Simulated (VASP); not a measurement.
Write the native input for VASP 6.6.1 that does the following.

```
Task                   : single point
Functional             : r2SCAN
Potentials or basis    : VASP PAW PBE potentials, release 64 (Y_sv)
Cutoff                 : 520 eV
k mesh                 : 14 × 14 × 14
Occupations            : gaussian, width 0.1 eV
Spin                   : no spin polarisation
Dipole correction      : no
Further INCAR settings : ALGO = Normal; EDIFF = 1e-07; NBANDS = 12
```

Y:

```
Y
1.0
     0.00000    2.55045    2.55045
     2.55045    0.00000    2.55045
     2.55045    2.55045    0.00000
Y
1
Cartesian
  0.0000 0.0000 0.0000
```

The input as run:

POSCAR

```
Y
1.0
    0.0000000000      2.5504522892      2.5504522892
    2.5504522892      0.0000000000      2.5504522892
    2.5504522892      2.5504522892      0.0000000000
Y
1
Direct
    0.0000000000      0.0000000000      0.0000000000
```

INCAR.step1

```
PREC = Accurate
ENCUT = 520
ISMEAR = 0
SIGMA = 0.1
LREAL = False
LASPH = True
NELM = 100
NBANDS = 12
GGA = PE
ALGO = Normal
EDIFF = 1E-4
LWAVE = True
LCHARG = False
```

INCAR.step2

```
PREC = Accurate
ENCUT = 520
EDIFF = 1E-7
ISMEAR = 0
SIGMA = 0.1
LREAL = False
LASPH = True
NELM = 100
ALGO = Normal
ISIF = 2
LWAVE = False
LCHARG = True
METAGGA = R2SCAN
LMIXTAU = True
LELF = True
LVHAR = True
NBANDS = 12
ISTART = 1
```

KPOINTS

```
Automatic mesh
0
Gamma
  14 14 14
```

Potentials or basis: VASP PAW PBE potentials, release 64 (Y_sv).

The run is started by

```sh
$ cat potpaw_PBE.64/Y_sv/POTCAR > POTCAR
$ cp INCAR.step1 INCAR
$ mpirun -np 1 vasp_std > vasp.out
$ cp INCAR.step2 INCAR
$ mpirun -np 1 vasp_std > vasp.out
```

Results of the run:

```json
{
  "Pressure": "0.1 GPa"
}
```

Caveat: the PAW data sets were made with another functional, which shifts forces and pressure a little.

Run time: 96 s on 1 thread of Intel(R) Xeon(R) 6975P-C (Granite Rapids), on a shared host, peak memory 0.21 GiB.
